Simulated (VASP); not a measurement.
# MgS (I-4m2) in VASP: single point with LDA

Aim: the single point of MgS with LDA.

Everything below comes from runs of VASP 6.6.1. Logs are shortened: lines on timing, memory, paths and dates and some standing lists are left out, and cuts for length are marked.

## 1. The cell of the first run

It takes space group I-4m2 (No. 119, tetragonal). Conventional cell: a = 3.886 Å, b = 3.886 Å, c = 5.581 Å, α = 90.00°, β = 90.00°, γ = 90.00°. Within 3.2 Å of Mg (site symmetry -4m2) lie 4 S at 2.39 Å. Within 3.2 Å of S (site symmetry -4m2) lie 4 Mg at 2.39 Å.

## 2. Single point, LDA

Contents of INCAR:

```
SYSTEM = MgS
ALGO = Normal
EDIFF = 1E-6
ENCUT = 600
GGA_COMPAT = .False.
ISIF = 2
ISMEAR = 0
LASPH = .True.
LCHARG = .True.
LELF = .True.
LREAL = .False.
LVHAR = .True.
LWAVE = .False.
NBANDS = 11
NELM = 120
PREC = Accurate
SIGMA = 0.05
```

Contents of KPOINTS:

```
k-points
0
Gamma
  8 8 8
  0 0 0
```

Contents of POSCAR:

```
MgS
1.0
    0.0000000000      2.7481264454      2.7906232461
    2.7481264454      0.0000000000      2.7906232461
    2.7481264454      2.7481264454      0.0000000000
Mg S
1 1
Direct
    0.0000000000      0.0000000000      0.0000000000
    0.7500000000      0.7500000000      0.7500000000
```

Potentials or basis: VASP PAW LDA potentials, release 64 (Mg, S).

The run is started by

```sh
$ cat potpaw_LDA.64/Mg/POTCAR potpaw_LDA.64/S/POTCAR > POTCAR
$ mpirun -np 1 vasp_std > vasp.out
```

OUTCAR:

```text
SYSTEM = MgS
   EDIFF = 1E-6
   ENCUT = 600
   ISIF = 2
   ISMEAR = 0
   LASPH = .True.
   LREAL = .False.
   NELM = 120
   PREC = Accurate

 ion  position               nearest neighbor table
   1  0.000  0.000  0.000-   2 2.39   2 2.39   2 2.39   2 2.39
   2  0.750  0.750  0.750-   1 2.39   1 2.39   1 2.39   1 2.39

  LATTYP: Found a body centered tetragonal cell.
 ALAT       =     3.8864376902
 C/A-ratio  =     1.4360828443

  Lattice vectors:

 A1 = (  -2.7481264454,   0.0000000000,   2.7906232461)
 A2 = (   2.7481264454,   0.0000000000,   2.7906232461)
 A3 = (   0.0000000000,   2.7481264454,  -2.7906232461)

Analysis of symmetry for initial positions (statically):
=====================================================================
 Subroutine PRICEL returns:
 Original cell was already a primitive cell.

 Routine SETGRP: Setting up the symmetry group for a
 body centered tetragonal supercell.

 Subroutine GETGRP returns: Found  8 space group operations
 (whereof  8 operations were pure point group operations)
 out of a pool of 16 trial point group operations.

The static configuration has the point symmetry D_2d.

Analysis of symmetry for dynamics (positions and initial velocities):
=====================================================================
 Subroutine PRICEL returns:
 Original cell was already a primitive cell.

 Routine SETGRP: Setting up the symmetry group for a
 body centered tetragonal supercell.

 Subroutine GETGRP returns: Found  8 space group operations
 (whereof  8 operations were pure point group operations)
 out of a pool of 16 trial point group operations.

The dynamic configuration has the point symmetry D_2d.

 Subroutine INISYM returns: Found  8 space group operations
 (whereof  8 operations are pure point group operations),
 and found     1 'primitive' translations

----------------------------------------------------------------------------------------

                                     Primitive cell

  volume of cell :      42.1507

  direct lattice vectors                    reciprocal lattice vectors
     0.000000000  2.748126445  2.790623246    -0.181942138  0.181942138  0.179171445
     2.748126445  0.000000000  2.790623246     0.181942138 -0.181942138  0.179171445
     2.748126445  2.748126445  0.000000000     0.181942138  0.181942138 -0.179171445

  length of vectors
     3.916602745  3.916602745  3.886437690     0.313541528  0.313541528  0.313541528

  position of ions in fractional coordinates (direct lattice)
     0.000000000  0.000000000  0.000000000
     0.750000000  0.750000000  0.750000000

  ion indices of the primitive-cell ions
   primitive index   ion index
                 1           1
                 2           2

----------------------------------------------------------------------------------------

 KPOINTS: k-points

Automatic generation of k-mesh.
 Grid dimensions read from file:
 generate k-points for:    8    8    8

 Generating k-lattice:

  Cartesian coordinates                     Fractional coordinates (reciprocal lattice)
    -0.022742767  0.022742767  0.022396431     0.125000000  0.000000000  0.000000000
     0.022742767 -0.022742767  0.022396431     0.000000000  0.125000000  0.000000000
     0.022742767  0.022742767 -0.022396431     0.000000000  0.000000000  0.125000000

  Length of vectors
     0.039192691  0.039192691  0.039192691

  Shift w.r.t. Gamma in fractional coordinates (k-lattice)
     0.000000000  0.000000000  0.000000000

 Subroutine IBZKPT returns following result:
 ===========================================

 Found     59 irreducible k-points:

 Following reciprocal coordinates:
            Coordinates               Weight
  0.000000  0.000000  0.000000      1.000000
  0.125000 -0.000000  0.000000      8.000000
  0.250000 -0.000000  0.000000      8.000000
  0.375000  0.000000  0.000000      8.000000
  0.500000 -0.000000  0.000000      4.000000
  0.125000  0.125000  0.000000      2.000000
[... 16 lines left out ...]
  0.250000 -0.000000  0.125000     16.000000
  0.375000 -0.000000  0.125000     16.000000
 [... further k-points ...]
   k-points           NKPTS =     59   k-points in BZ     NKDIM =     59   number of bands    NBANDS=     11
   number of dos      NEDOS =    301   number of ions     NIONS =      2
   total plane-waves  NPLWV =  32768
   dimension x,y,z NGX =    32 NGY =   32 NGZ =   32
   dimension x,y,z NGXF=    64 NGYF=   64 NGZF=   64
   ions per type =               1   1
   NGX,Y,Z   is equivalent  to a cutoff of  13.58, 13.58, 13.69 a.u.
   NGXF,Y,Z  is equivalent  to a cutoff of  27.17, 27.17, 27.38 a.u.
 SYSTEM =  MgS
   PREC   = accura    normal or accurate (medium, high low for compatibility)
   ISTART =      0    job   : 0-new  1-cont  2-samecut
   ICHARG =      2    charge: 1-file 2-atom 10-const
   ISPIN  =      1    spin polarized calculation?
   LNONCOLLINEAR =      F non collinear calculations
   LSORBIT =      F    spin-orbit coupling
   LASPH  =      T    aspherical Exc in radial PAW
   ENCUT  =  600.0 eV  44.10 Ry    6.64 a.u.   7.82  7.82  7.76*2*pi/ulx,y,z
   NELM   =    120;   NELMIN=  2; NELMDL= -5     # of ELM steps
   EDIFF  = 0.1E-05   stopping-criterion for ELM
   LREAL  =      F    real-space projection
   EDIFFG = 0.1E-04   stopping-criterion for IOM
   NSW    =      0    number of steps for IOM
   IBRION =     -1    ionic relax: 0-MD 1-quasi-New 2-CG
   NFREE  =      0    steps in history (QN), initial steepest desc. (CG)
   ISIF   =      2    stress and relaxation
   ISYM   =      2    0-nonsym 1-usesym 2-fastsym
   POTIM  = 0.5000    time-step for ionic-motion
   TEBEG  =    0.0;   TEEND  =   0.0 temperature during run
   PSTRESS=    0.0 pullay stress
   NELECT =       8.0000    total number of electrons
   NUPDOWN=      -1.0000    fix difference up-down
   EMIN   =  10.00;   EMAX   =-10.00  energy-range for DOS
   EFERMI =   0.00;   METHOD = LEGACY
   ISMEAR =     0;   SIGMA  =   0.05  broadening in eV -4-tet -1-fermi 0-gaus
   EFERMI_NEDOS =   21; number of points for ismear=-14 and -15
   IALGO  =     38    algorithm
   IMIX   =      4    mixing-type and parameters
     AMIX     =   0.40;   BMIX     =  1.00
     AMIX_MAG =   1.60;   BMIX_MAG =  1.00
  volume/ion in A,a.u.               =      21.08       142.22
  Fermi-wavevector in a.u.,A,eV,Ry     =   0.940813  1.777879 12.042911  0.885129
  Thomas-Fermi vector in A             =   2.068262
   LORBIT       =      0    0 simple, 1 ext, 2 COOP (PROOUT), +10 PAW based schemes
   GGA     = CA    functional components
   LHFCALC =     F    Hartree Fock is set to
   AEXX    =    0.0000 exact exchange contribution
   IVDW    =     0    specifies the selected vdW correction
   LEPSILON=     F    determine dielectric tensor
   LRPA    =     F    only Hartree local field effects (RPA)
 non-spin polarized calculation
 Gauss-broadening in eV      SIGMA  =   0.05
  energy-cutoff  :      600.00
  volume of cell :       42.15
 maximum number of plane-waves:      1419
   NGX = 15   NGY = 15   NGZ = 15

 number of electron       8.0000000 magnetization

 Free energy of the ion-electron system (eV)
  ---------------------------------------------------
  ext. energy  EPLUGINS =         0.00000000
  ---------------------------------------------------
  free energy    TOTEN  =        -9.38454692 eV

  energy without entropy =       -9.38454692  energy(sigma->0) =       -9.38454692

 E-fermi :   1.6338     XC(G=0):  -9.0449

 val. band max:        1.3926967826   @ k =   0.0000   0.0000   0.0000
 cond. band min:       4.9484772900   @ k =   0.0000   0.0000   0.0000
 fundamental gap:      3.5557805074
 Fermi energy:         1.6338214112

 k-point     1 :       0.0000    0.0000    0.0000
  band No.  band energies     occupation
      1     -10.1182      2.00000
      2       1.3501      2.00000
      3       1.3927      2.00000
      4       1.3927      2.00000
      5       4.9485      0.00000
      6       9.3215      0.00000
      7       9.3389      0.00000
      8       9.3389      0.00000
      9      12.1297      0.00000
     10      12.4065      0.00000
     11      15.1909      0.00000

 k-point     2 :       0.1250   -0.0000    0.0000
  band No.  band energies     occupation
      1     -10.0152      2.00000
      2       0.6260      2.00000
      3       1.3011      2.00000
      4       1.3385      2.00000
      5       5.6439      0.00000
      6       9.1588      0.00000
      7       9.5112      0.00000
      8       9.5359      0.00000
      9      11.6611      0.00000
     10      11.8779      0.00000
     11      14.5801      0.00000

 k-point     3 :       0.2500   -0.0000    0.0000
  band No.  band energies     occupation
      1      -9.7458      2.00000
      2      -0.6659      2.00000
      3       1.1585      2.00000
      4       1.2169      2.00000
      5       6.4641      0.00000
      6       9.2680      0.00000
      7       9.4879      0.00000
      8       9.5913      0.00000
      9      11.8236      0.00000
     10      11.8720      0.00000
     11      13.7181      0.00000

 k-point     4 :       0.3750    0.0000    0.0000
  band No.  band energies     occupation
      1      -9.4386      2.00000
      2      -1.6980      2.00000
      3       1.0293      2.00000
      4       1.1063      2.00000
      5       6.5617      0.00000
      6       9.0496      0.00000
      7       9.2030      0.00000
      8       9.8936      0.00000
      9      13.2120      0.00000
     10      13.2678      0.00000
     11      13.8175      0.00000
[... 239 lines left out ...]
 k-point    22 :       0.1250    0.0000    0.1250
  band No.  band energies     occupation
      1      -9.9796      2.00000
      2       0.6462      2.00000
      3       1.1480      2.00000
      4       1.1793      2.00000
      5       5.8859      0.00000
      6       8.7692      0.00000
      7       9.7646      0.00000
      8       9.8157      0.00000
      9      10.8231      0.00000
     10      12.4780      0.00000
     11      15.6934      0.00000

 k-point    23 :       0.2500   -0.0000    0.1250
  band No.  band energies     occupation
      1      -9.7642      2.00000
      2      -0.3247      2.00000
      3       0.9710      2.00000
      4       1.0384      2.00000
      5       6.6607      0.00000
      6       8.5406      0.00000
      7       9.4865      0.00000
      8      10.0851      0.00000
      9      10.9765      0.00000
     10      12.7000      0.00000
     11      14.9490      0.00000

 k-point    24 :       0.3750   -0.0000    0.1250
  band No.  band energies     occupation
      1      -9.4651      2.00000
      2      -1.3517      2.00000
      3       0.8079      2.00000
      4       0.8677      2.00000
      5       6.9418      0.00000
      6       8.5554      0.00000
      7       9.4614      0.00000
      8       9.7776      0.00000
      9      12.2768      0.00000
     10      13.8590      0.00000
     11      14.6030      0.00000

 [... further k-points ...]

------------------------ aborting loop because EDIFF is reached ----------------------------------------

  FORCE on cell =-STRESS in cart. coord.  units (eV):
  Direction    XX          YY          ZZ          XY          YZ          ZX
  --------------------------------------------------------------------------------------
  -------------------------------------------------------------------------------------
  Total        0.5907361      0.5907361      0.5197652      0.0000000      0.0000000      0.0000000
  in kB       22.4542990     22.4542990     19.7566428      0.0000000      0.0000000      0.0000000
  external PRESSURE =      21.5550802 kB  Pullay stress =       0.0000000 kB

 VOLUME and BASIS-vectors are now :
 -----------------------------------------------------------------------------
  energy-cutoff  :      600.00
  volume of cell :       42.15
      direct lattice vectors                 reciprocal lattice vectors
     0.000000000  2.748126445  2.790623246    -0.181942138  0.181942138  0.179171445
     2.748126445  0.000000000  2.790623246     0.181942138 -0.181942138  0.179171445
     2.748126445  2.748126445  0.000000000     0.181942138  0.181942138 -0.179171445

 POSITION                                       TOTAL-FORCE (eV/Angst)
 -----------------------------------------------------------------------------------
      0.00000      0.00000      0.00000         0.000000      0.000000      0.000000
      4.12219      4.12219      4.18593        -0.000000     -0.000000     -0.000000
 -----------------------------------------------------------------------------------
    total drift:                                0.000000      0.000000     -0.000000

  FREE ENERGIE OF THE ION-ELECTRON SYSTEM (eV)
  ---------------------------------------------------
  free  energy   TOTEN  =        -9.3845469209 eV

  energy  without entropy=       -9.3845469209  energy(sigma->0) =       -9.38454692
```

Wall time 20 s (1 thread of Intel Xeon 8259CL, shared host); peak memory 0.17 GiB.

Results:

```yaml
Free_energy: -9.3845 eV
Pressure: 2.2 GPa
Band_gap_on_the_k_mesh: 3.56 eV
```

Levels at points of the mesh, in eV from the valence-band top:
```csv
k point,band 1,band 2,band 3,band 4,band 5,band 6,band 7,band 8,band 9
"(0.00, 0.00, 0.00)",-11.51,-0.04,0.00,0.00,3.56,7.93,7.95,7.95,10.74
"(0.50, 0.00, 0.00)",-10.69,-3.49,-0.41,-0.33,5.12,7.47,7.62,8.71,13.13
"(0.50, 0.50, 0.00)",-10.44,-3.17,-1.11,-1.11,3.60,5.58,11.48,12.64,12.64
"(0.50, 0.00, 0.50)",-10.41,-3.09,-1.19,-1.18,3.56,5.47,11.66,12.40,12.74
```
